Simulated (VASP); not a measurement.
Pb:

```
CELL_PARAMETERS angstrom
2.68139 -4.54446 0.00000
2.68139 4.54446 0.00000
0.00000 0.00000 5.36992
ATOMIC_POSITIONS crystal
Pb 0.15250 0.84750 0.07850
Pb 0.65250 0.34750 0.42150
Pb 0.84750 0.15250 0.92150
Pb 0.34750 0.65250 0.57850
```

```yaml
Program: VASP 6.6.1
Task: relaxation of cell and atoms
Functional: PBE
Potentials_or_basis: VASP PAW PBE potentials, release 64 (Pb_d)
Cutoff: 600 eV
k_mesh: 4 × 4 × 4
Occupations: gaussian, width 0.1 eV
Spin: no spin polarisation
```

At the start: pressure 6.0 GPa; volume 32.72 Å³/atom.

Task: Where does the relaxation end?

Result: Over 9 steps the energy falls by 106.2 meV/atom and the volume is 37.62 Å³/atom (+15.0 %); space group Cmce (No. 64, to 0.1 Å) before and after.

The path:
| step | energy change (eV) | largest force (eV/Å) | pressure (GPa) | volume (Å³) |
| --- | --- | --- | --- | --- |
| 1 | 0.0000 | 0.7861 | 6.03 | 130.87 |
| 2 | -0.3984 | 0.1780 | -1.08 | 155.50 |
| 3 | -0.4098 | 0.2195 | -0.29 | 151.06 |
| 4 | -0.4098 | 0.2079 | -0.40 | 151.48 |
| 5 | -0.4215 | 0.0977 | -0.05 | 150.22 |
| 6 | -0.4234 | 0.0458 | 0.11 | 149.59 |
| 7 | -0.4235 | 0.0315 | 0.14 | 149.45 |
| 8 | -0.4245 | 0.0237 | 0.05 | 150.05 |
| 9 | -0.4249 | 0.0164 | -0.04 | 150.46 |

Final structure:
```
Pb
1.0
     2.77194   -4.93014    0.00000
     2.77194    4.93014    0.00000
     0.00000    0.00000    5.50503
Pb
4
Direct
  0.15804 0.84196 0.08169
  0.65804 0.34196 0.41831
  0.84196 0.15804 0.91831
  0.34196 0.65804 0.58169
```
